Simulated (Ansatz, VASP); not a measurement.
## One calculation of Cu, two programs

File INCAR:

```
ALGO = Normal
EDIFF = 1E-7
EDIFFG = -0.01
ENCUT = 600
IBRION = 2
ISIF = 3
ISMEAR = 0
LASPH = True
LCHARG = False
LREAL = False
LWAVE = False
NELM = 100
NSW = 80
PREC = Accurate
SIGMA = 0.1
```

KPOINTS

```
k-points
0
Gamma
  20 20 20
```

The input POSCAR:

```
Cu
1.0
   -1.4427933200      1.4427933200      1.3760814500
    1.4427933200     -1.4427933200      1.3760814500
    1.4427933200      1.4427933200     -1.3760814500
Cu
1
Direct
    0.0000000000      0.0000000000      0.0000000000
```

Input for Ansatz:

```yaml
crystal:
  lattice:
    - [-1.44279332, 1.44279332, 1.37608145]
    - [1.44279332, -1.44279332, 1.37608145]
    - [1.44279332, 1.44279332, -1.37608145]
  atoms:
    - { symbol: Cu, position: [0.0, 0.0, 0.0] }
basis:
  ecutwfc: 420
kpoints:
  mp_grid: { grid: [20, 20, 20] }
hamiltonian:
  xc: lda
scf:
  occupations: { method: gaussian, width: 0.1 }
output:
  forces: true
  stress: true
  eigenvalues: true
relax:
  adjacent_minimum: "off"
  f_tol: 0.01
  max_steps: 60
  cell: { stress_tol: 0.05 }
```

Alike in both runs: task relaxation of cell and atoms; functional LDA; k mesh 20 × 20 × 20; occupations gaussian, width 0.1 eV; no spin polarisation.

|  | VASP | Ansatz |
| --- | --- | --- |
| version | VASP 6.6.1 | Ansatz 0.2.0 |
| potentials or method | VASP PAW LDA potentials, release 64 (Cu), cutoff 600 eV | scalar-relativistic, plane waves, PAW |
| valence electrons in the cell | 11 | 19 |

```csv
,VASP,Ansatz,Ansatz less VASP
"gap on the k mesh at the Fermi level, each at its own relaxed structure (eV)",none,none,-
relaxed volume (Å³/atom),10.99,10.93,-0.061
relaxed cell length with the largest relative difference (Å),2.429,2.424,-0.0050
```

LDA's correlation is that of Perdew and Zunger in VASP and of Perdew and Wang (1992) in Ansatz. A gap of «none» marks a metal or a gap that the smearing closes. VASP's potentials hold 11 valence electrons a cell and Ansatz's 19, so a difference there can come from the potentials and not from the codes.
